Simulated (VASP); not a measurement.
SnO2, 6 atoms in the cell. It takes space group Pnnm (No. 58, orthorhombic). The conventional cell has a = 4.830 Å, b = 4.831 Å, c = 3.263 Å, α = 90.00°, β = 90.00°, γ = 90.00°. Within 2.7 Å of Sn (site symmetry 2/m) lie 6 O at 2.05 to 2.18 Å. O (site symmetry m) has 3 Sn at 2.05 to 2.18 Å and 1 O at 2.48 Å within 2.7 Å. 

```yaml
Program: VASP 6.6.1
Task: single point
Functional: LDA
Potentials_or_basis: VASP PAW LDA potentials, release 64 (Sn_d, O)
Cutoff: 520 eV
k_mesh: 6 × 6 × 8
Occupations: gaussian, width 0.05 eV
Spin: no spin polarisation
Dipole_correction: no
Further_INCAR_settings: ALGO = Normal; EDIFF = 1e-06; NBANDS = 35
```

Potentials or basis: VASP PAW LDA potentials, release 64 (Sn_d, O).

Command:

```sh
$ cat potpaw_LDA.64/Sn_d/POTCAR potpaw_LDA.64/O/POTCAR > POTCAR
$ mpirun -np 1 vasp_std > vasp.out
```

Hardware: 1 thread of Intel Xeon 6975P-C, on a shared host.

How long does it take, and how much memory?

Wall time 2.1 min on 1 thread of Intel Xeon 6975P-C, on a shared host, peak memory 0.27 GiB. Counts: scf iterations 14, k points 80.
